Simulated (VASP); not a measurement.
Runs of VASP 6.6.1 on BeGa3. Symmetry: I4/mmm, No. 139, tetragonal system. Conventional cell: a = 4.087 Å, b = 4.087 Å, c = 7.581 Å, α = 90.00°, β = 90.00°, γ = 90.00°. Be (site symmetry 4/mmm) has 14 Ga at 2.79 to 3.79 Å within 3.8 Å. Within 3.8 Å of Ga (site symmetry -4m2) lie 4 Be at 2.79 Å and 10 Ga at 2.79 to 3.79 Å. Within 3.8 Å of Ga (site symmetry 4/mmm) lie 8 Ga at 2.79 Å and 6 Be at 2.89 to 3.79 Å. 

```tsv
k mesh	cutoff (eV)	smearing	mended	gap on the mesh (eV)	pressure (GPa)
1 × 1 × 7, shifted	500	gaussian 0.1 eV	yes	none	8.7
6 × 6 × 6	520	methfessel-paxton 0.051 eV	-	none	0.1
6 × 6 × 6	520	tetrahedron	-	none	0.4
1 × 1 × 7, shifted	520	gaussian 0.1 eV	-	none	(a)
```

Alike in all rows: task single point; level PBE; potentials or basis VASP PAW PBE potentials, release 64 (Be, Ga_d); no spin polarisation; cell as given.

Task: Estimate the missing entries.

Result: (a) 8.9.

Caveats: some runs use coarse meshes; the cell stands under pressure (at least some runs); tetrahedron occupations give inexact forces and stress in metals (at least some runs).

A k mesh can miss the band edges, and the runs leave out spin-orbit coupling on Ga.

A gap of «none» marks levels without a gap at the run's occupations.
